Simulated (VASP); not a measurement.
# Zn35O36 (a cell with a defect) in VASP: single point with LDA

Aim: the single point of Zn35O36 (a cell with a defect) with LDA.

All numbers are computed with VASP 6.6.1; they aren't measurements. Logs are shortened: lines on timing, memory, paths and dates and some standing lists are left out, and cuts for length are marked.

### Step 1. The cell of the first run

The cell holds a defect, 71 atoms: a = 9.561 Å, b = 9.561 Å, c = 10.305 Å, α = 90.00°, β = 90.00°, γ = 120.00°.

### Step 2. Single point, LDA

Contents of INCAR:

```
SYSTEM = Zn35O36
  PREC = Accurate
  ENCUT = 520
  EDIFF = 1E-7
  ISMEAR = 0
  SIGMA = 0.02
  LREAL = Auto
  LASPH = .TRUE.
  NELM = 80
  ALGO = Normal
  ISIF = 2
  LWAVE = .FALSE.
  LCHARG = .FALSE.
  GGA = CA
  NELECT = 638.0
  NBANDS = 359
```

Contents of KPOINTS:

```
regular mesh
0
G
  1 1 1
  0 0 0
```

Contents of POSCAR:

```
Zn35O36
1.0
    9.5613318899      0.0000000000      0.0000000000
   -4.7806659450      8.2803563107      0.0000000000
    0.0000000000      0.0000000000     10.3049808845
Zn O
35 36
Direct
    0.1111111002      0.2222222005      0.7311961162
    0.1120246440      0.5503630314      0.2482463605
    0.1113219036      0.5563270259      0.7515880997
    0.1120246471      0.8949949401      0.2482463605
    0.1113218719      0.8883281980      0.7515880997
    0.4383384111      0.2213087132      0.2482463605
    0.4450051184      0.2220114607      0.7515880997
    0.4383383873      0.5503630314      0.2482463605
    0.4450051223      0.5563270259      0.7515880997
    0.4444444613      0.8888889226      0.2476158887
    0.4444444613      0.8888889226      0.7516802881
    0.7829703136      0.2213087132      0.2482463605
    0.7770063539      0.2220114607      0.7515880997
    0.7777777865      0.5555555615      0.2520174495
    0.7777777865      0.5555555615      0.7514739801
    0.7829702930      0.8949949401      0.2482463605
    0.7770063261      0.8883281980      0.7515880997
    0.2185956535      0.1147376954      0.0012487165
    0.2232152631      0.1101179666      0.4964245987
    0.2185956053      0.4371912106      0.0012487165
    0.2232153341      0.4464306681      0.4964245987
    0.2214458279      0.7773896145      0.0045003480
    0.2223710391      0.7778521549      0.4990007316
    0.5559437336      0.1118874557      0.0045003480
    0.5554811931      0.1109623747      0.4990007316
    0.5546832242      0.4440083086      0.0019859328
    0.5543170343      0.4438252247      0.4999128148
    0.5559437866      0.7773896145      0.0045003480
    0.5554811159      0.7778521549      0.4990007316
    0.8961420534      0.1147376954      0.0012487165
    0.8869026105      0.1101179666      0.4964245987
    0.8893250959      0.4440083086      0.0019859328
    0.8895082019      0.4438252247      0.4999128148
    0.8893250999      0.7786501882      0.0019859328
    0.8895081234      0.7790162353      0.4999128148
    0.2300933579      0.1032400017      0.1815482261
    0.2263263395      0.1070071102      0.6900248608
    0.2300933593      0.4601867187      0.1815482261
    0.2263262509      0.4526525018      0.6900248608
    0.2205697941      0.7769515898      0.1919952130
    0.2229224362      0.7781278677      0.6883040424
    0.5563818186      0.1127636257      0.1919952130
    0.5552054200      0.1104108284      0.6883040424
    0.5577619696      0.4455476143      0.1903749286
    0.5561656744      0.4447494603      0.6891276247
    0.5563817957      0.7769515898      0.1919952130
    0.5552054315      0.7781278677      0.6883040424
    0.8731465508      0.1032400017      0.1815482261
    0.8806807822      0.1070071102      0.6900248608
    0.8877856563      0.4455476143      0.1903749286
    0.8885837974      0.4447494603      0.6891276247
    0.8877856734      0.7755713352      0.1903749286
    0.8885838274      0.7771676433      0.6891276247
    0.1111111002      0.2222222005      0.4843846928
    0.1111111002      0.2222222005      0.9248476156
    0.1103145921      0.5566396936      0.4387344383
    0.1100436417      0.5563264221      0.9389633138
    0.1103147046      0.8870083272      0.4387344383
    0.1100436202      0.8870505959      0.9389633138
    0.4463250288      0.2230186638      0.4387344383
    0.4462827307      0.2232896666      0.9389633138
    0.4463251016      0.5566396936      0.4387344383
    0.4462827804      0.5563264221      0.9389633138
    0.4444444613      0.8888889226      0.4386910612
    0.4444444613      0.8888889226      0.9403849564
    0.7766936465      0.2230186638      0.4387344383
    0.7770069474      0.2232896666      0.9389633138
    0.7777777865      0.5555555615      0.4413503578
    0.7777777865      0.5555555615      0.9398558919
    0.7766936226      0.8870083272      0.4387344383
    0.7770069757      0.8870505959      0.9389633138
```

Potentials or basis: VASP PAW LDA potentials, release 64 (Zn, O).

Run with:

```bash
$ cat potpaw_LDA.64/Zn/POTCAR potpaw_LDA.64/O/POTCAR > POTCAR
$ mpirun -np 1 vasp_gam > vasp.out
```

OUTCAR:

```text
SYSTEM = Zn35O36
   PREC = Accurate
   ENCUT = 520
   EDIFF = 1E-7
   ISMEAR = 0
   LREAL = Auto
   LASPH = .TRUE.
   NELM = 80
   ISIF = 2
   GGA = CA
   NELECT = 638.0

 ion  position               nearest neighbor table
   1  0.111  0.222  0.731-  39 1.95  49 1.95  37 1.95  55 2.00
   2  0.112  0.550  0.248-  38 1.86  50 1.95  56 1.96  40 1.96
   3  0.111  0.556  0.752-  39 1.92  57 1.93  41 1.95  51 1.95
   4  0.112  0.895  0.248-  36 1.86  52 1.95  58 1.96  40 1.96
   5  0.111  0.888  0.752-  37 1.92  59 1.93  41 1.95  53 1.95
   6  0.438  0.221  0.248-  36 1.86  44 1.95  60 1.96  42 1.96
[... 51 lines left out ...]
  58  0.110  0.887  0.439-  35 1.93  23 1.93  19 1.94   4 1.96
  59  0.110  0.887  0.939-   5 1.93  34 1.94  22 1.95  18 1.99
  60  0.446  0.223  0.439-  27 1.93  25 1.93  19 1.94   6 1.96
[... 9 lines left out ...]
  70  0.777  0.887  0.439-  35 1.93  29 1.93  31 1.94  16 1.96
  71  0.777  0.887  0.939-  17 1.93  34 1.94  28 1.95  30 1.99

  LATTYP: Found a hexagonal cell.
 ALAT       =     9.5613318899
 C/A-ratio  =     1.0777767160

  Lattice vectors:

 A1 = (   9.5613318899,   0.0000000000,   0.0000000000)
 A2 = (  -4.7806659450,   8.2803563107,   0.0000000000)
 A3 = (   0.0000000000,   0.0000000000,  10.3049808845)

Analysis of symmetry for initial positions (statically):
=====================================================================
 Subroutine PRICEL returns:
 Original cell was already a primitive cell.

 Routine SETGRP: Setting up the symmetry group for a
 hexagonal supercell.

 Subroutine GETGRP returns: Found  6 space group operations
 (whereof  2 operations were pure point group operations)
 out of a pool of 24 trial point group operations.

The static configuration has the point symmetry C_1h.
 The point group associated with its full space group is C_3v.

Analysis of symmetry for dynamics (positions and initial velocities):
=====================================================================
 Subroutine PRICEL returns:
 Original cell was already a primitive cell.

 Routine SETGRP: Setting up the symmetry group for a
 hexagonal supercell.

 Subroutine GETGRP returns: Found  6 space group operations
 (whereof  2 operations were pure point group operations)
 out of a pool of 24 trial point group operations.

The dynamic configuration has the point symmetry C_1h.
 The point group associated with its full space group is C_3v.

 Subroutine INISYM returns: Found  6 space group operations
 (whereof  2 operations are pure point group operations),
 and found     1 'primitive' translations

[... 216 lines left out ...]
   POTIM  = 0.5000    time-step for ionic-motion
   TEBEG  =    0.0;   TEEND  =   0.0 temperature during run
   PSTRESS=    0.0 pullay stress
   NELECT =     638.0000    total number of electrons
   NUPDOWN=      -1.0000    fix difference up-down
   EMIN   =  10.00;   EMAX   =-10.00  energy-range for DOS
   EFERMI =   0.00;   METHOD = LEGACY
   ISMEAR =     0;   SIGMA  =   0.02  broadening in eV -4-tet -1-fermi 0-gaus
   EFERMI_NEDOS =   21; number of points for ismear=-14 and -15
   IALGO  =     38    algorithm
   IMIX   =      4    mixing-type and parameters
     AMIX     =   0.40;   BMIX     =  1.00
     AMIX_MAG =   1.60;   BMIX_MAG =  1.00
  volume/ion in A,a.u.               =      11.49        77.54
  Fermi-wavevector in a.u.,A,eV,Ry     =   1.508262  2.850202 30.951280  2.274855
  Thomas-Fermi vector in A             =   2.618740
   LORBIT       =      0    0 simple, 1 ext, 2 COOP (PROOUT), +10 PAW based schemes
   GGA     = CA    functional components
   LHFCALC =     F    Hartree Fock is set to
   AEXX    =    0.0000 exact exchange contribution
   IVDW    =     0    specifies the selected vdW correction
   LEPSILON=     F    determine dielectric tensor
   LRPA    =     F    only Hartree local field effects (RPA)
 non-spin polarized calculation
 Gauss-broadening in eV      SIGMA  =   0.02
  energy-cutoff  :      520.00
  volume of cell :      815.86
 maximum number of plane-waves:     10973
 NGX is ok and might be reduce to    70
   NGX = 35   NGY = 35   NGZ = 39

 number of electron     637.9999859 magnetization

 Free energy of the ion-electron system (eV)
  ---------------------------------------------------
  ext. energy  EPLUGINS =         0.00000000
  ---------------------------------------------------
  free energy    TOTEN  =      -368.48916194 eV

  energy without entropy =     -368.48916194  energy(sigma->0) =     -368.48916194

 E-fermi :   1.6443     XC(G=0): -11.6259

 val. band max:        1.5421461281   @ k =   0.0000   0.0000   0.0000
 cond. band min:       2.1392087127   @ k =   0.0000   0.0000   0.0000
 fundamental gap:      0.5970625846
 Fermi energy:         1.6443373944

 k-point     1 :       0.0000    0.0000    0.0000
  band No.  band energies     occupation
      1     -17.0273      2.00000
      2     -16.6342      2.00000
      3     -16.5771      2.00000
      4     -16.5389      2.00000
      5     -16.5131      2.00000
      6     -16.5131      2.00000
[... 323 lines left out ...]
    330       6.4434      0.00000
    331       6.4434      0.00000
 [bands above 331 left out]

------------------------ aborting loop because EDIFF is reached ----------------------------------------

  FORCE on cell =-STRESS in cart. coord.  units (eV):
  Direction    XX          YY          ZZ          XY          YZ          ZX
  --------------------------------------------------------------------------------------
  -------------------------------------------------------------------------------------
  Total       27.0345727     27.0345727     19.8349941     -0.0000000      0.0000000      0.0000000
  in kB       53.0903371     53.0903371     38.9518464     -0.0000000      0.0000000      0.0000000
  external PRESSURE =      48.3775069 kB  Pullay stress =       0.0000000 kB

 VOLUME and BASIS-vectors are now :
 -----------------------------------------------------------------------------
  energy-cutoff  :      520.00
  volume of cell :      815.86
      direct lattice vectors                 reciprocal lattice vectors
     9.561331890  0.000000000  0.000000000     0.104587939  0.060383875  0.000000000
    -4.780665945  8.280356311  0.000000000     0.000000000  0.120767750  0.000000000
     0.000000000  0.000000000 10.304980885     0.000000000  0.000000000  0.097040452

 POSITION                                       TOTAL-FORCE (eV/Angst)
 -----------------------------------------------------------------------------------
     -0.00000      1.84008      7.53496         0.000000      0.000000      0.008060
     -1.56000      4.55720      2.55817        -0.027575      0.006044      0.017358
     -1.59523      4.60659      7.74510        -0.007834      0.002894     -0.000355
     -3.20757      7.41088      2.55817        -0.008553     -0.026903      0.017358
     -3.18242      7.35567      7.74510        -0.001411     -0.008231     -0.000355
      3.13310      1.83251      2.55817         0.019022      0.020858      0.017358
[... 63 lines left out ...]
      3.18573      7.34474      4.52115        -0.002317      0.002746     -0.007368
      3.18853      7.34509      9.67600        -0.005632      0.016052      0.006311
 -----------------------------------------------------------------------------------
    total drift:                                0.001262     -0.010358     -0.050708

  FREE ENERGIE OF THE ION-ELECTRON SYSTEM (eV)
  ---------------------------------------------------
  free  energy   TOTEN  =      -368.4891619410 eV

  energy  without entropy=     -368.4891619410  energy(sigma->0) =     -368.48916194
```

It took 31 min on 1 thread of Intel Xeon 8259CL, shared host; peak memory 0.65 GiB.

Results:

- Free energy: -368.4892 eV
- Largest force: 0.069 eV/Å

Forces on the atoms (eV/Å):
```
Zn   0.000  0.000  0.008
Zn  -0.028  0.006  0.017
Zn  -0.008  0.003  0.000
Zn  -0.009 -0.027  0.017
Zn  -0.001 -0.008  0.000
Zn   0.019  0.021  0.017
Zn   0.006  0.005  0.000
Zn   0.028  0.006  0.017
Zn   0.008  0.003  0.000
Zn   0.000  0.000  0.007
Zn   0.000  0.000  0.003
Zn  -0.019  0.021  0.017
Zn  -0.006  0.005  0.000
Zn   0.000  0.000  0.014
Zn   0.000  0.000  0.001
Zn   0.009 -0.027  0.017
Zn   0.001 -0.008  0.000
Zn  -0.003  0.001 -0.032
Zn   0.036 -0.021 -0.020
Zn   0.000 -0.003 -0.032
Zn   0.000  0.041 -0.020
Zn   0.003  0.002 -0.009
Zn   0.002  0.001  0.004
Zn   0.000 -0.004 -0.009
Zn   0.000 -0.002  0.004
Zn   0.002  0.001  0.002
Zn   0.002  0.001  0.005
Zn  -0.003  0.002 -0.009
Zn  -0.002  0.001  0.004
Zn   0.003  0.001 -0.032
Zn  -0.036 -0.021 -0.020
Zn  -0.002  0.001  0.002
Zn  -0.002  0.001  0.005
Zn   0.000 -0.003  0.002
Zn   0.000 -0.002  0.005
O   -0.055  0.032  0.026
O    0.007 -0.004 -0.007
O    0.000 -0.064  0.026
O    0.000  0.009 -0.007
O   -0.016 -0.009  0.019
O   -0.002 -0.001 -0.006
O    0.000  0.019  0.019
O    0.000  0.002 -0.006
O   -0.001  0.000  0.003
O    0.001  0.001 -0.003
O    0.016 -0.009  0.019
O    0.002 -0.001 -0.006
O    0.055  0.032  0.026
O   -0.007 -0.004 -0.007
O    0.001  0.000  0.003
O   -0.001  0.001 -0.003
O    0.000  0.001  0.003
O    0.000 -0.002 -0.003
O    0.000  0.000 -0.030
O    0.000  0.000 -0.032
O    0.004  0.001 -0.007
O    0.017 -0.003  0.006
O    0.002  0.003 -0.007
O    0.006  0.016  0.006
O   -0.001 -0.003 -0.007
O   -0.011 -0.013  0.006
O   -0.004  0.001 -0.007
O   -0.017 -0.003  0.006
O    0.000  0.000 -0.004
O    0.000  0.000 -0.004
O    0.001 -0.003 -0.007
O    0.011 -0.013  0.006
O    0.000  0.000 -0.001
O    0.000  0.000  0.000
O   -0.002  0.003 -0.007
O   -0.006  0.016  0.006
```

Caveat: the k points lie up to 0.76 Å⁻¹ apart; the cell carries a net charge on a neutralising background, which shifts energy and pressure; the cell is charged against a uniform background, so pressure and absolute levels hang on convention.
